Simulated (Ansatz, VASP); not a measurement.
# Two plane-wave programs on Ir4Ru

```xyz
10
Lattice="2.7445 0.0000 0.0000 -1.3722 2.3768 0.0000 0.0000 0.0000 22.0651" Properties=species:S:1:pos:R:3 pbc="T T T"
Ru    0.0000    1.5845    5.5163
Ru    1.3722    0.7923   16.5489
Ir    0.0000    1.5845   14.3941
Ir    0.0000    1.5845   18.7036
Ir    0.0000    1.5845    1.1143
Ir    0.0000    1.5845    9.9183
Ir    1.3722    0.7923   20.9508
Ir    1.3722    0.7923    3.3616
Ir    1.3722    0.7923    7.6710
Ir    1.3722    0.7923   12.1469
```

Alike in both runs: functional PBE; k mesh 18 × 18 × 2; occupations gaussian, width 0.1 eV; no spin polarisation.

Ansatz relaxed the structure, and its values are those at the end. VASP's run is a single point on that final structure, the one shown.

|  | VASP | Ansatz |
| --- | --- | --- |
| version | VASP 6.6.1 | Ansatz 0.2.0 |
| potentials or method | VASP PAW PBE potentials, release 64 (Ru_pv, Ir), cutoff 520 eV | scalar-relativistic, plane waves, PAW |
| valence electrons in the cell | 100 | 168 |

Ansatz gave:

```
gap on the k mesh at the Fermi level (eV) : none
pressure (GPa)                            : 0.0
rms of the force components (eV/Å)        : 0.000
```

Problem. Which values does VASP return?

Solution. gap on the k mesh at the Fermi level (eV): none; pressure (GPa): 0.4; rms of the force components (eV/Å): 0.007.

A gap of «none» marks a metal or a gap that the smearing closes. The functional is the same, so the differences come from potentials, cutoffs and numerics. VASP's potentials hold 100 valence electrons a cell and Ansatz's 168, so a difference there can come from the potentials and not from the codes.

Spin-orbit coupling is off throughout.
